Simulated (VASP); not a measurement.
# MoS2 (P6_3/mmc) in VASP: settings compared, part 2 of 3

VASP 6.6.1.

## Step 3: Single point, r2SCAN

Contents of POSCAR:

```
MoS2
1.0
    3.1730199407      0.0000000000      0.0000000000
   -1.5865099704      2.7479158753      0.0000000000
    0.0000000000      0.0000000000     12.4358960228
Mo S
2 4
Direct
    0.3333333333      0.6666666667      0.2500000000
    0.6666666667      0.3333333333      0.7500000000
    0.6666666667      0.3333333333      0.3750995311
    0.6666666667      0.3333333333      0.1249004689
    0.3333333333      0.6666666667      0.8750995311
    0.3333333333      0.6666666667      0.6249004689
```

Contents of INCAR.step1:

```
PREC = Accurate
ENCUT = 520
ISMEAR = 0
SIGMA = 0.01
LREAL = F
LASPH = T
NELM = 80
NBANDS = 35
GGA = PE
ALGO = Normal
EDIFF = 1E-4
LWAVE = T
LCHARG = F
```

Contents of INCAR.step2:

```
PREC = Accurate
ENCUT = 520
EDIFF = 1E-6
ISMEAR = 0
SIGMA = 0.01
LREAL = F
LASPH = T
NELM = 80
ALGO = Normal
ISIF = 2
LWAVE = F
LCHARG = F
METAGGA = R2SCAN
LMIXTAU = T
NBANDS = 35
ISTART = 1
```

Contents of KPOINTS:

```
Automatic mesh
0
Gamma
  9 9 2
```

Potentials or basis: VASP PAW PBE potentials, release 64 (Mo_sv, S).

On the command line:

```bash
cat potpaw_PBE.64/Mo_sv/POTCAR potpaw_PBE.64/S/POTCAR > POTCAR
cp INCAR.step1 INCAR
mpirun -np 1 vasp_std > vasp.out
cp INCAR.step2 INCAR
mpirun -np 1 vasp_std > vasp.out
```

OUTCAR:

```text
PREC = Accurate
   ENCUT = 520
   EDIFF = 1E-6
   ISMEAR = 0
   LREAL = F
   LASPH = T
   NELM = 80
   ISIF = 2
   METAGGA = R2SCAN
   ISTART = 1

 ion  position               nearest neighbor table
   1  0.333  0.667  0.250-   3 2.40   4 2.40   3 2.40   4 2.40   3 2.40   4 2.40
   2  0.667  0.333  0.750-   5 2.40   6 2.40   5 2.40   6 2.40   5 2.40   6 2.40
   3  0.667  0.333  0.375-   1 2.40   1 2.40   1 2.40
   4  0.667  0.333  0.125-   1 2.40   1 2.40   1 2.40
   5  0.333  0.667  0.875-   2 2.40   2 2.40   2 2.40
   6  0.333  0.667  0.625-   2 2.40   2 2.40   2 2.40

  LATTYP: Found a hexagonal cell.
 ALAT       =     3.1730199407
 C/A-ratio  =     3.9192618563

  Lattice vectors:

 A1 = (   3.1730199407,   0.0000000000,   0.0000000000)
 A2 = (  -1.5865099704,   2.7479158753,   0.0000000000)
 A3 = (   0.0000000000,   0.0000000000,  12.4358960228)

Analysis of symmetry for initial positions (statically):
=====================================================================
 Subroutine PRICEL returns:
 Original cell was already a primitive cell.

 Routine SETGRP: Setting up the symmetry group for a
 hexagonal supercell.

 Subroutine GETGRP returns: Found 24 space group operations
 (whereof 12 operations were pure point group operations)
 out of a pool of 24 trial point group operations.

The static configuration has the point symmetry D_3d.
 The point group associated with its full space group is D_6h.

Analysis of symmetry for dynamics (positions and initial velocities):
=====================================================================
 Subroutine PRICEL returns:
 Original cell was already a primitive cell.

 Routine SETGRP: Setting up the symmetry group for a
 hexagonal supercell.

 Subroutine GETGRP returns: Found 24 space group operations
 (whereof 12 operations were pure point group operations)
 out of a pool of 24 trial point group operations.

The dynamic configuration has the point symmetry D_3d.
 The point group associated with its full space group is D_6h.

 Subroutine INISYM returns: Found 24 space group operations
 (whereof 12 operations are pure point group operations),
 and found     1 'primitive' translations

----------------------------------------------------------------------------------------

                                     Primitive cell

  volume of cell :     108.4310

  direct lattice vectors                    reciprocal lattice vectors
     3.173019941  0.000000000  0.000000000     0.315157175  0.181956080  0.000000000
    -1.586509970  2.747915875  0.000000000     0.000000000  0.363912159  0.000000000
     0.000000000  0.000000000 12.435896023     0.000000000  0.000000000  0.080412380

  length of vectors
     3.173019941  3.173019941 12.435896023     0.363912159  0.363912159  0.080412380

  position of ions in fractional coordinates (direct lattice)
     0.333333333  0.666666667  0.250000000
     0.666666667  0.333333333  0.750000000
     0.666666667  0.333333333  0.375099531
     0.666666667  0.333333333  0.124900469
     0.333333333  0.666666667  0.875099531
     0.333333333  0.666666667  0.624900469

  ion indices of the primitive-cell ions
   primitive index   ion index
[... 32 lines left out ...]

 Following reciprocal coordinates:
            Coordinates               Weight
  0.000000  0.000000  0.000000      1.000000
  0.111111  0.000000  0.000000      6.000000
  0.222222  0.000000  0.000000      6.000000
  0.333333 -0.000000  0.000000      6.000000
  0.444444  0.000000  0.000000      6.000000
  0.111111  0.111111  0.000000      6.000000
[... 16 lines left out ...]
  0.333333  0.222222  0.500000     12.000000
  0.333333  0.333333  0.500000      2.000000
   k-points           NKPTS =     24   k-points in BZ     NKDIM =     24   number of bands    NBANDS=     35
   number of dos      NEDOS =    301   number of ions     NIONS =      6
   total plane-waves  NPLWV =  55296
   dimension x,y,z NGX =    24 NGY =   24 NGZ =   96
   dimension x,y,z NGXF=    48 NGYF=   48 NGZF=  192
   ions per type =               2   4
   NGX,Y,Z   is equivalent  to a cutoff of  12.57, 12.57, 12.83 a.u.
   NGXF,Y,Z  is equivalent  to a cutoff of  25.15, 25.15, 25.67 a.u.
 SYSTEM =  unknown system
   PREC   = accura    normal or accurate (medium, high low for compatibility)
   ISTART =      1    job   : 0-new  1-cont  2-samecut
   ICHARG =      0    charge: 1-file 2-atom 10-const
   ISPIN  =      1    spin polarized calculation?
   LNONCOLLINEAR =      F non collinear calculations
   LSORBIT =      F    spin-orbit coupling
   LASPH  =      T    aspherical Exc in radial PAW
   ENCUT  =  520.0 eV  38.22 Ry    6.18 a.u.   5.90  5.90 23.12*2*pi/ulx,y,z
   NELM   =     80;   NELMIN=  2; NELMDL=  0     # of ELM steps
   EDIFF  = 0.1E-05   stopping-criterion for ELM
   LREAL  =      F    real-space projection
   EDIFFG = 0.1E-04   stopping-criterion for IOM
   NSW    =      0    number of steps for IOM
   IBRION =     -1    ionic relax: 0-MD 1-quasi-New 2-CG
   NFREE  =      0    steps in history (QN), initial steepest desc. (CG)
   ISIF   =      2    stress and relaxation
   ISYM   =      2    0-nonsym 1-usesym 2-fastsym
   POTIM  = 0.5000    time-step for ionic-motion
   TEBEG  =    0.0;   TEEND  =   0.0 temperature during run
   PSTRESS=    0.0 pullay stress
   NELECT =      52.0000    total number of electrons
   NUPDOWN=      -1.0000    fix difference up-down
   EMIN   =  10.00;   EMAX   =-10.00  energy-range for DOS
   EFERMI =   0.00;   METHOD = LEGACY
   ISMEAR =     0;   SIGMA  =   0.01  broadening in eV -4-tet -1-fermi 0-gaus
   EFERMI_NEDOS =   21; number of points for ismear=-14 and -15
   IALGO  =     38    algorithm
   IMIX   =      4    mixing-type and parameters
     AMIX     =   0.40;   BMIX     =  1.00
     AMIX_MAG =   1.60;   BMIX_MAG =  1.00
  volume/ion in A,a.u.               =      18.07       121.95
  Fermi-wavevector in a.u.,A,eV,Ry     =   1.281420  2.421533 22.341274  1.642037
  Thomas-Fermi vector in A             =   2.413791
   LORBIT       =      0    0 simple, 1 ext, 2 COOP (PROOUT), +10 PAW based schemes
   METAGGA = R2SCAN    functional components
   LHFCALC =     F    Hartree Fock is set to
   AEXX    =    0.0000 exact exchange contribution
   IVDW    =     0    specifies the selected vdW correction
   LEPSILON=     F    determine dielectric tensor
   LRPA    =     F    only Hartree local field effects (RPA)
 non-spin polarized calculation
 Gauss-broadening in eV      SIGMA  =   0.01
  energy-cutoff  :      520.00
  volume of cell :      108.43
 maximum number of plane-waves:      2942
 NGX is ok and might be reduce to    24
   NGX = 11   NGY = 11   NGZ = 47

 number of electron      51.9999999 magnetization

 Free energy of the ion-electron system (eV)
  ---------------------------------------------------
  ext. energy  EPLUGINS =         0.00000000
  ---------------------------------------------------
  free energy    TOTEN  =       -90.06121695 eV

  energy without entropy =      -90.06121695  energy(sigma->0) =      -90.06121695

 E-fermi :   7.3330     XC(G=0): -11.4098

 val. band max:        7.2282838883   @ k =   0.0000   0.0000   0.0000
 cond. band min:       8.3261484161   @ k =   0.3333   0.3333   0.0000
 fundamental gap:      1.0978645278
 Fermi energy:         7.3329826843

 k-point     1 :       0.0000    0.0000    0.0000
  band No.  band energies     occupation
      1     -56.2571      2.00000
      2     -56.2571      2.00000
      3     -29.6774      2.00000
      4     -29.6773      2.00000
      5     -29.4555      2.00000
      6     -29.4555      2.00000
[... 901 lines left out ...]
     34      11.7123      0.00000
     35      14.2058      0.00000

------------------------ aborting loop because EDIFF is reached ----------------------------------------

  FORCE on cell =-STRESS in cart. coord.  units (eV):
  Direction    XX          YY          ZZ          XY          YZ          ZX
  --------------------------------------------------------------------------------------
  -------------------------------------------------------------------------------------
  Total        0.8693148      0.8693148      0.7096938     -0.0000000      0.0000000      0.0000000
  in kB       12.8450069     12.8450069     10.4864448     -0.0000000      0.0000000      0.0000000
  external PRESSURE =      12.0588195 kB  Pullay stress =       0.0000000 kB

 VOLUME and BASIS-vectors are now :
 -----------------------------------------------------------------------------
  energy-cutoff  :      520.00
  volume of cell :      108.43
      direct lattice vectors                 reciprocal lattice vectors
     3.173019941  0.000000000  0.000000000     0.315157175  0.181956080  0.000000000
    -1.586509970  2.747915875  0.000000000     0.000000000  0.363912159  0.000000000
     0.000000000  0.000000000 12.435896023     0.000000000  0.000000000  0.080412380

 POSITION                                       TOTAL-FORCE (eV/Angst)
 -----------------------------------------------------------------------------------
     -0.00000      1.83194      3.10897        -0.000000     -0.000000     -0.000000
      1.58651      0.91597      9.32692         0.000000      0.000000     -0.000000
      1.58651      0.91597      4.66470         0.000000      0.000000     -0.050270
      1.58651      0.91597      1.55325         0.000000      0.000000      0.050270
     -0.00000      1.83194     10.88265        -0.000000      0.000000     -0.050270
     -0.00000      1.83194      7.77120         0.000000     -0.000000      0.050270
 -----------------------------------------------------------------------------------
    total drift:                               -0.000000      0.000000     -0.000000

  FREE ENERGIE OF THE ION-ELECTRON SYSTEM (eV)
  ---------------------------------------------------
  free  energy   TOTEN  =       -90.0612169530 eV

  energy  without entropy=      -90.0612169530  energy(sigma->0) =      -90.06121695
```

It took 3.4 min on 1 thread of AMD EPYC 9R45 (Zen 5), shared host; peak memory 0.24 GiB.

What came out:

- Free energy: -90.0612 eV
- Pressure: 1.2 GPa
- Largest force: 0.050 eV/Å
- Band gap on the k mesh: 1.10 eV (least direct gap 1.75 eV)

Forces on the atoms (eV/Å):
```
Mo   0.000  0.000  0.000
Mo   0.000  0.000  0.000
S    0.000  0.000 -0.050
S    0.000  0.000  0.050
S    0.000  0.000 -0.050
S    0.000  0.000  0.050
```

Levels at points of the mesh, in eV from the valence-band top:
```tsv
k point	band 22	band 23	band 24	band 25	band 26	band 27	band 28	band 29	band 30	band 31
(0.00, 0.00, 0.00)	-2.31	-2.31	-1.37	-1.11	0.00	2.25	2.25	2.27	2.27	2.43
(0.00, 0.00, 0.50)	-2.33	-2.33	-2.33	-0.29	-0.29	2.26	2.26	2.26	2.26	2.52
```

Caveat: the PAW data sets were made with another functional, which shifts forces and pressure a little. A k mesh can miss the band edges.

(Continued in part 3 of 3.)
